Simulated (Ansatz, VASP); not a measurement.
# One calculation of WS4, two programs

INCAR

```
SYSTEM = WS4
ALGO     = Normal         ! electronic algorithm
DIPOL    = 0.5 0.5 0.500
EDIFF    = 1E-6           ! SCF threshold, eV
ENCUT    = 520            ! plane-wave cutoff, eV
GGA      = PS             ! functional
IDIPOL   = 3            
ISIF     = 2              ! what is computed and relaxed
ISMEAR   = 0              ! smearing method
LASPH    = .True.         ! aspherical terms in the spheres
LCHARG   = .True.         ! write CHGCAR
LDIPOL   = .True.       
LELF     = .True.         ! ELF
LREAL    = .False.        ! projectors in reciprocal space
LVACPOTAV= .True.       
LVHAR    = .True.       
LWAVE    = .False.        ! write WAVECAR
NBANDS   = 27             ! bands
NELM     = 100            ! most SCF steps
PREC     = Accurate       ! precision mode
SIGMA    = 0.05           ! smearing width, eV
```

KPOINTS

```
k-points
0
Gamma
  9 9 1
  0 0 0
```

The input POSCAR:

```
WS4
1.0
    3.1476068040      0.0000000000      0.0000000000
   -1.5738034020      2.7259074534      0.0000000000
    0.0000000000      0.0000000000     24.6075295395
S W
4 1
Direct
    0.6666666667      0.3333333333      0.3047847606
    0.3333333333      0.6666666667      0.4363324949
    0.3333333333      0.6666666667      0.5636675051
    0.0000000000      0.0000000000      0.6952152394
    0.6666666667      0.3333333333      0.5000072975
```

Input for Ansatz:

```yaml
crystal:
  lattice:
    - [3.147606804, 0.0, 0.0]
    - [-1.573803402, 2.7259074534, 0.0]
    - [0.0, 0.0, 24.6075295395]
  atoms:
    - { symbol: S, position: [0.6666666667, 0.3333333333, 0.3047847606] }
    - { symbol: S, position: [0.3333333333, 0.6666666667, 0.4363324949] }
    - { symbol: W, position: [0.6666666667, 0.3333333333, 0.5000072975] }
    - { symbol: S, position: [0.3333333333, 0.6666666667, 0.5636675051] }
    - { symbol: S, position: [0.0, 0.0, 0.6952152394] }
basis:
  ecutwfc: 420
kpoints:
  mp_grid: { grid: [9, 9, 1] }
hamiltonian:
  xc: pbesol
scf:
  occupations: { method: gaussian, width: 0.05 }
  max_iter: 96
output:
  forces: true
  stress: true
  eigenvalues: true
efield:
  axis: 3
  dipole_correction: true
  ramp_width: 0.04
  ramp_position: 0.735
```

Alike in both runs: task single point; functional PBEsol; k mesh 9 × 9 × 1; occupations gaussian, width 0.05 eV; no spin polarisation.

```csv
,VASP,Ansatz
version,VASP 6.6.1,Ansatz 0.2.0
potentials or method,"VASP PAW PBE potentials, release 64 (S, W_sv), cutoff 520 eV","scalar-relativistic, plane waves, PAW"
valence electrons in the cell,38,38
```

```csv
,VASP,Ansatz,Ansatz less VASP
gap on the k mesh at the Fermi level (eV),none,none,-
rms of the force components (eV/Å),0.024,1.565,+1.5409
"work function, face that differs most (eV)",7.09,22.50,+15.404
```

VASP's potentials were made for PBE, not for PBEsol. A gap of «none» marks a metal or a gap that the smearing closes. One of these differences is far larger than is usual between the two programs; its cause wasn't traced. Ansatz's warnings: net force over tolerance, vacuum below fermi, vacuum density over bound.

Spin-orbit coupling is off throughout.
